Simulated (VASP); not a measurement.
# BN (F-43m) in VASP: a series of runs

The runs below take BN through single point, with PBEsol.

Program: VASP 6.6.1. These are calculated values, not measurements. Logs are shortened: lines on timing, memory, paths and dates and some standing lists are left out, and cuts for length are marked.

### 1 The cell of the first run

It takes space group F-43m (No. 216, cubic). The conventional cell has a = 3.615 Å, b = 3.615 Å, c = 3.615 Å, α = 90.00°, β = 90.00°, γ = 90.00°. B (site symmetry -43m) has 4 N at 1.57 Å within 2.1 Å. Within 2.1 Å of N (site symmetry -43m) lie 4 B at 1.57 Å.

### 2 Single point, PBEsol

INCAR

```
PREC = Accurate
ENCUT = 600
EDIFF = 1E-6
ISMEAR = 0
SIGMA = 0.01
LREAL = False
LASPH = True
NELM = 120
ALGO = Normal
ISIF = 2
LWAVE = False
LCHARG = False
GGA = PS
NBANDS = 11
GGA_COMPAT = False
```

KPOINTS

```
Automatic mesh
0
Gamma
  10 10 10
```

POSCAR

```
BN
1.0
    0.0000000000      1.8075000000      1.8075000000
    1.8075000000      0.0000000000      1.8075000000
    1.8075000000      1.8075000000      0.0000000000
B N
1 1
Direct
    0.0000000000      0.0000000000      0.0000000000
    0.7500000000      0.7500000000      0.7500000000
```

Potentials or basis: VASP PAW PBE potentials, release 64 (B, N).

Launch:

```
> cat potpaw_PBE.64/B/POTCAR potpaw_PBE.64/N/POTCAR > POTCAR
> mpirun -np 1 vasp_std > vasp.out
```

OUTCAR:

```text
PREC = Accurate
   ENCUT = 600
   EDIFF = 1E-6
   ISMEAR = 0
   LREAL = False
   LASPH = True
   NELM = 120
   ISIF = 2
   GGA = PS

 ion  position               nearest neighbor table
   1  0.000  0.000  0.000-   2 1.57   2 1.57   2 1.57   2 1.57
   2  0.750  0.750  0.750-   1 1.57   1 1.57   1 1.57   1 1.57

  LATTYP: Found a face centered cubic cell.
 ALAT       =     3.6150000000

  Lattice vectors:

 A1 = (   0.0000000000,   1.8075000000,   1.8075000000)
 A2 = (   1.8075000000,   0.0000000000,   1.8075000000)
 A3 = (   1.8075000000,   1.8075000000,   0.0000000000)

Analysis of symmetry for initial positions (statically):
=====================================================================
 Subroutine PRICEL returns:
 Original cell was already a primitive cell.

 Routine SETGRP: Setting up the symmetry group for a
 face centered cubic supercell.

 Subroutine GETGRP returns: Found 24 space group operations
 (whereof 24 operations were pure point group operations)
 out of a pool of 48 trial point group operations.

The static configuration has the point symmetry T_d .

Analysis of symmetry for dynamics (positions and initial velocities):
=====================================================================
 Subroutine PRICEL returns:
 Original cell was already a primitive cell.

 Routine SETGRP: Setting up the symmetry group for a
 face centered cubic supercell.

 Subroutine GETGRP returns: Found 24 space group operations
 (whereof 24 operations were pure point group operations)
 out of a pool of 48 trial point group operations.

The dynamic configuration has the point symmetry T_d .

 Subroutine INISYM returns: Found 24 space group operations
 (whereof 24 operations are pure point group operations),
 and found     1 'primitive' translations

----------------------------------------------------------------------------------------

                                     Primitive cell

  volume of cell :      11.8104

  direct lattice vectors                    reciprocal lattice vectors
     0.000000000  1.807500000  1.807500000    -0.276625173  0.276625173  0.276625173
     1.807500000  0.000000000  1.807500000     0.276625173 -0.276625173  0.276625173
     1.807500000  1.807500000  0.000000000     0.276625173  0.276625173 -0.276625173

  length of vectors
     2.556191014  2.556191014  2.556191014     0.479128854  0.479128854  0.479128854

  position of ions in fractional coordinates (direct lattice)
     0.000000000  0.000000000  0.000000000
     0.750000000  0.750000000  0.750000000

  ion indices of the primitive-cell ions
   primitive index   ion index
                 1           1
                 2           2

----------------------------------------------------------------------------------------

 KPOINTS: Automatic mesh

Automatic generation of k-mesh.
 Grid dimensions read from file:
 generate k-points for:   10   10   10

 Generating k-lattice:

  Cartesian coordinates                     Fractional coordinates (reciprocal lattice)
    -0.027662517  0.027662517  0.027662517     0.100000000  0.000000000  0.000000000
     0.027662517 -0.027662517  0.027662517     0.000000000  0.100000000  0.000000000
     0.027662517  0.027662517 -0.027662517     0.000000000  0.000000000  0.100000000

  Length of vectors
     0.047912885  0.047912885  0.047912885

  Shift w.r.t. Gamma in fractional coordinates (k-lattice)
     0.000000000  0.000000000  0.000000000

 Subroutine IBZKPT returns following result:
 ===========================================

 Found     47 irreducible k-points:

 Following reciprocal coordinates:
            Coordinates               Weight
  0.000000  0.000000  0.000000      1.000000
  0.100000  0.000000  0.000000      8.000000
  0.200000  0.000000  0.000000      8.000000
  0.300000  0.000000  0.000000      8.000000
  0.400000  0.000000  0.000000      8.000000
  0.500000  0.000000  0.000000      4.000000
[... 16 lines left out ...]
  0.300000  0.300000  0.000000      6.000000
  0.400000  0.300000  0.000000     24.000000
 [... further k-points ...]
   k-points           NKPTS =     47   k-points in BZ     NKDIM =     47   number of bands    NBANDS=     11
   number of dos      NEDOS =    301   number of ions     NIONS =      2
   total plane-waves  NPLWV =   8000
   dimension x,y,z NGX =    20 NGY =   20 NGZ =   20
   dimension x,y,z NGXF=    40 NGYF=   40 NGZF=   40
   ions per type =               1   1
   NGX,Y,Z   is equivalent  to a cutoff of  13.01, 13.01, 13.01 a.u.
   NGXF,Y,Z  is equivalent  to a cutoff of  26.01, 26.01, 26.01 a.u.
 SYSTEM =  unknown system
   PREC   = accura    normal or accurate (medium, high low for compatibility)
   ISTART =      0    job   : 0-new  1-cont  2-samecut
   ICHARG =      2    charge: 1-file 2-atom 10-const
   ISPIN  =      1    spin polarized calculation?
   LNONCOLLINEAR =      F non collinear calculations
   LSORBIT =      F    spin-orbit coupling
   LASPH  =      T    aspherical Exc in radial PAW
   ENCUT  =  600.0 eV  44.10 Ry    6.64 a.u.   5.11  5.11  5.11*2*pi/ulx,y,z
   NELM   =    120;   NELMIN=  2; NELMDL= -5     # of ELM steps
   EDIFF  = 0.1E-05   stopping-criterion for ELM
   LREAL  =      F    real-space projection
   EDIFFG = 0.1E-04   stopping-criterion for IOM
   NSW    =      0    number of steps for IOM
   IBRION =     -1    ionic relax: 0-MD 1-quasi-New 2-CG
   NFREE  =      0    steps in history (QN), initial steepest desc. (CG)
   ISIF   =      2    stress and relaxation
   ISYM   =      2    0-nonsym 1-usesym 2-fastsym
   POTIM  = 0.5000    time-step for ionic-motion
   TEBEG  =    0.0;   TEEND  =   0.0 temperature during run
   PSTRESS=    0.0 pullay stress
   NELECT =       8.0000    total number of electrons
   NUPDOWN=      -1.0000    fix difference up-down
   EMIN   =  10.00;   EMAX   =-10.00  energy-range for DOS
   EFERMI =   0.00;   METHOD = LEGACY
   ISMEAR =     0;   SIGMA  =   0.01  broadening in eV -4-tet -1-fermi 0-gaus
   EFERMI_NEDOS =   21; number of points for ismear=-14 and -15
   IALGO  =     38    algorithm
   IMIX   =      4    mixing-type and parameters
     AMIX     =   0.40;   BMIX     =  1.00
     AMIX_MAG =   1.60;   BMIX_MAG =  1.00
  volume/ion in A,a.u.               =       5.91        39.85
  Fermi-wavevector in a.u.,A,eV,Ry     =   1.437749  2.716952 28.124920  2.067123
  Thomas-Fermi vector in A             =   2.556793
   LORBIT       =      0    0 simple, 1 ext, 2 COOP (PROOUT), +10 PAW based schemes
   GGA     = PS    functional components
   LHFCALC =     F    Hartree Fock is set to
   AEXX    =    0.0000 exact exchange contribution
   IVDW    =     0    specifies the selected vdW correction
   LEPSILON=     F    determine dielectric tensor
   LRPA    =     F    only Hartree local field effects (RPA)
 non-spin polarized calculation
 Gauss-broadening in eV      SIGMA  =   0.01
  energy-cutoff  :      600.00
  volume of cell :       11.81
 maximum number of plane-waves:       411
   NGX = 11   NGY = 11   NGZ = 11

 number of electron       7.9999999 magnetization

 Free energy of the ion-electron system (eV)
  ---------------------------------------------------
  ext. energy  EPLUGINS =         0.00000000
  ---------------------------------------------------
  free energy    TOTEN  =       -18.35031652 eV

  energy without entropy =      -18.35031652  energy(sigma->0) =      -18.35031652

 E-fermi :   7.4849     XC(G=0): -13.0163

 val. band max:        7.3623679334   @ k =   0.0000   0.0000   0.0000
 cond. band min:      11.6393079992   @ k =   0.5000   0.5000   0.0000
 fundamental gap:      4.2769400658
 Fermi energy:         7.4849073402

 k-point     1 :       0.0000    0.0000    0.0000
  band No.  band energies     occupation
      1     -12.8906      2.00000
      2       7.3624      2.00000
      3       7.3624      2.00000
      4       7.3624      2.00000
      5      16.1240      0.00000
      6      16.1240      0.00000
      7      16.1240      0.00000
      8      17.6307      0.00000
      9      31.8727      0.00000
     10      35.0499      0.00000
     11      35.0499      0.00000

 k-point     2 :       0.1000    0.0000    0.0000
  band No.  band energies     occupation
      1     -12.6461      2.00000
      2       6.0832      2.00000
      3       7.1065      2.00000
      4       7.1065      2.00000
      5      16.3867      0.00000
      6      16.5102      0.00000
      7      16.5102      0.00000
      8      18.4378      0.00000
      9      31.5426      0.00000
     10      32.3529      0.00000
     11      32.3529      0.00000

 k-point     3 :       0.2000    0.0000    0.0000
  band No.  band energies     occupation
      1     -11.9263      2.00000
      2       3.3511      2.00000
      3       6.5321      2.00000
      4       6.5321      2.00000
      5      16.7586      0.00000
      6      17.3051      0.00000
      7      17.3051      0.00000
      8      20.0920      0.00000
      9      30.8035      0.00000
     10      30.8750      0.00000
     11      30.8750      0.00000

 k-point     4 :       0.3000    0.0000    0.0000
  band No.  band energies     occupation
      1     -10.7868      2.00000
      2       0.3762      2.00000
      3       5.9518      2.00000
      4       5.9518      2.00000
      5      17.1111      0.00000
      6      17.8623      0.00000
      7      17.8623      0.00000
      8      21.4487      0.00000
      9      30.3362      0.00000
     10      31.1366      0.00000
     11      31.1366      0.00000

 k-point     5 :       0.4000    0.0000    0.0000
  band No.  band energies     occupation
      1      -9.4231      2.00000
      2      -2.1972      2.00000
      3       5.5530      2.00000
      4       5.5530      2.00000
      5      17.3654      0.00000
      6      17.9955      0.00000
      7      17.9955      0.00000
      8      22.2050      0.00000
      9      30.3831      0.00000
     10      32.8159      0.00000
     11      32.8159      0.00000
[... 211 lines left out ...]
 k-point    21 :      -0.3000    0.2000    0.0000
  band No.  band energies     occupation
      1      -9.1530      2.00000
      2      -0.8409      2.00000
      3       2.3537      2.00000
      4       5.2713      2.00000
      5      17.0303      0.00000
      6      19.3035      0.00000
      7      19.7216      0.00000
      8      22.1080      0.00000
      9      28.7597      0.00000
     10      29.6175      0.00000
     11      34.0075      0.00000

 k-point    22 :      -0.2000    0.2000    0.0000
  band No.  band energies     occupation
      1     -10.4101      2.00000
      2       1.1664      2.00000
      3       3.0589      2.00000
      4       6.0602      2.00000
      5      17.8417      0.00000
      6      18.2732      0.00000
      7      18.7486      0.00000
      8      21.0193      0.00000
      9      28.4847      0.00000
     10      29.4678      0.00000
     11      34.0264      0.00000

 k-point    23 :       0.3000    0.3000    0.0000
  band No.  band energies     occupation
      1     -10.1022      2.00000
      2       2.1332      2.00000
      3       3.6701      2.00000
      4       3.6701      2.00000
      5      13.3635      0.00000
      6      18.0096      0.00000
      7      22.0486      0.00000
      8      22.0486      0.00000
      9      25.9469      0.00000
     10      34.6093      0.00000
     11      39.1511      0.00000

 k-point    24 :       0.4000    0.3000    0.0000
  band No.  band energies     occupation
      1      -9.0866      2.00000
      2       0.5647      2.00000
      3       2.8141      2.00000
      4       3.2589      2.00000
      5      13.3107      0.00000
      6      17.8605      0.00000
      7      22.7933      0.00000
      8      22.8910      0.00000
      9      26.9040      0.00000
     10      34.3330      0.00000
     11      39.0135      0.00000

 [... further k-points ...]
[... 5 lines left out ...]
  --------------------------------------------------------------------------------------
  -------------------------------------------------------------------------------------
  Total       -0.1945823     -0.1945823     -0.1945823     -0.0000000      0.0000000     -0.0000000
  in kB      -26.3966633    -26.3966633    -26.3966633     -0.0000000      0.0000000     -0.0000000
  external PRESSURE =     -26.3966633 kB  Pullay stress =       0.0000000 kB

 VOLUME and BASIS-vectors are now :
 -----------------------------------------------------------------------------
  energy-cutoff  :      600.00
  volume of cell :       11.81
      direct lattice vectors                 reciprocal lattice vectors
     0.000000000  1.807500000  1.807500000    -0.276625173  0.276625173  0.276625173
     1.807500000  0.000000000  1.807500000     0.276625173 -0.276625173  0.276625173
     1.807500000  1.807500000  0.000000000     0.276625173  0.276625173 -0.276625173

 POSITION                                       TOTAL-FORCE (eV/Angst)
 -----------------------------------------------------------------------------------
      0.00000      0.00000      0.00000         0.000000      0.000000      0.000000
      2.71125      2.71125      2.71125        -0.000000     -0.000000     -0.000000
 -----------------------------------------------------------------------------------
    total drift:                               -0.000000     -0.000000     -0.000000

  FREE ENERGIE OF THE ION-ELECTRON SYSTEM (eV)
  ---------------------------------------------------
  free  energy   TOTEN  =       -18.3503165208 eV

  energy  without entropy=      -18.3503165208  energy(sigma->0) =      -18.35031652
```

Wall time 5.3 s (1 thread of Intel Xeon Platinum 8488C (Sapphire Rapids), shared host); peak memory 0.12 GiB.

Results:

```
Free energy            : -18.3503 eV
Pressure               : -2.6 GPa
Band gap on the k mesh : 4.28 eV (least direct gap 8.76 eV)
```

Levels at points of the mesh, in eV from the valence-band top:
| k point | band 2 | band 3 | band 4 | band 5 | band 6 | band 7 |
| --- | --- | --- | --- | --- | --- | --- |
| (0.00, 0.00, 0.00) | 0.00 | 0.00 | 0.00 | 8.76 | 8.76 | 8.76 |
| (0.50, 0.00, 0.00) | -10.78 | -1.95 | -1.95 | 10.09 | 10.62 | 10.62 |
| (0.50, 0.50, 0.00) | -8.96 | -4.94 | -4.94 | 4.28 | 9.09 | 17.88 |

Caveat: the PAW data sets were made with another functional, which shifts forces and pressure a little.

(Continued in part 2 of 2.)
